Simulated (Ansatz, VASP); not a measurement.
## One calculation of SnSe, two programs

Contents of INCAR:

```
ALGO = Normal ; EDIFF = 1E-6
ENCUT = 520 ; GGA = CA
ISIF = 2 ; ISMEAR = -1
LASPH = True ; LCHARG = False
LREAL = False ; LWAVE = False
NBANDS = 28 ; NELM = 100
PREC = Accurate ; SIGMA = 0.05
```

The input KPOINTS:

```
k-points
0
Gamma
  6 6 3
```

POSCAR

```
SnSe
1.0
    4.2853274191      0.0000000000      0.0000000000
    0.0000000000      4.2853274191      0.0000000000
    0.0000000000      0.0000000000     10.9906921300
Sn Se
2 2
Direct
    0.0000000000      0.5000000000      0.6277708900
    0.5000000000      0.0000000000      0.3722291100
    0.0000000000      0.5000000000      0.3839605100
    0.5000000000      0.0000000000      0.6160394900
```

File input.yaml:

```yaml
crystal:
  lattice:
    - [4.2853274191, 0.0, 0.0]
    - [0.0, 4.2853274191, 0.0]
    - [0.0, 0.0, 10.99069213]
  atoms:
    - { symbol: Sn, position: [0.0, 0.5, 0.62777089] }
    - { symbol: Sn, position: [0.5, 0.0, 0.37222911] }
    - { symbol: Se, position: [0.0, 0.5, 0.38396051] }
    - { symbol: Se, position: [0.5, 0.0, 0.61603949] }
kpoints:
  mp_grid: { grid: [6, 6, 3] }
  band_path:
    path:
      - [0.0, 0.0, 0.0]
      - [0.0, 0.5, 0.0]
      - [0.5, 0.5, 0.0]
      - [0.0, 0.0, 0.0]
      - [0.0, 0.0, 0.5]
      - [0.0, 0.5, 0.5]
      - [0.5, 0.5, 0.5]
      - [0.0, 0.0, 0.5]
    npoints: 12
scf:
  occupations: { method: fermi_dirac, width: 0.05 }
hamiltonian:
  xc: lda
  pseudopotentials: { kind: all_electron, lapw: { basis_error: 0.002 } }
output:
  forces: true
  stress: true
  eigenvalues: true
```

Alike in both runs: functional LDA; k mesh 6 × 6 × 3; occupations fermi-dirac, width 0.05 eV; no spin polarisation.

```csv
,VASP,Ansatz
version,VASP 6.6.1,Ansatz 0.2.0
potentials or method,"VASP PAW LDA potentials, release 64 (Sn_d, Se), cutoff 520 eV","all-electron LAPW, scalar-relativistic"
task,single point,band structure
```

Ansatz gave:

```
rms of the force components (eV/Å) : 0.101
```

Task: What did VASP give for the same quantities?

Result: rms of the force components (eV/Å): 0.090.

LDA's correlation is that of Perdew and Zunger in VASP and of Perdew and Wang (1992) in Ansatz. Atom by atom the forces differ by 0.013 eV/Å (rms over components). Ansatz ran all-electron here, and VASP with PAW potentials.
